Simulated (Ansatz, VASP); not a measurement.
**One calculation of C, two programs**

```
CELL_PARAMETERS angstrom
0.00000 2.12700 3.34800
1.22800 0.00000 3.34800
1.22800 2.12700 0.00000
ATOMIC_POSITIONS crystal
C 0.16667 0.83333 0.16667
C 0.83333 0.16667 0.83333
```

Alike in both runs: task single point; functional LDA; k mesh 16 × 16 × 16; occupations methfessel-paxton of order 1, width 0.5 eV; no spin polarisation.

|  | VASP | Ansatz |
| --- | --- | --- |
| version | VASP 6.6.1 | Ansatz 0.2.0 |
| potentials or method | VASP PAW LDA potentials, release 64 (C), cutoff 520 eV | plane waves, PAW |
| valence electrons in the cell | 8 | 8 |

```tsv
	VASP	Ansatz	Ansatz less VASP
pressure (GPa)	-3.0	-3.8	-0.79
traceless stress, the component that is largest in VASP (GPa)	3.12	4.02	+0.909
```

LDA's correlation is that of Perdew and Zunger in VASP and of Perdew and Wang (1992) in Ansatz.
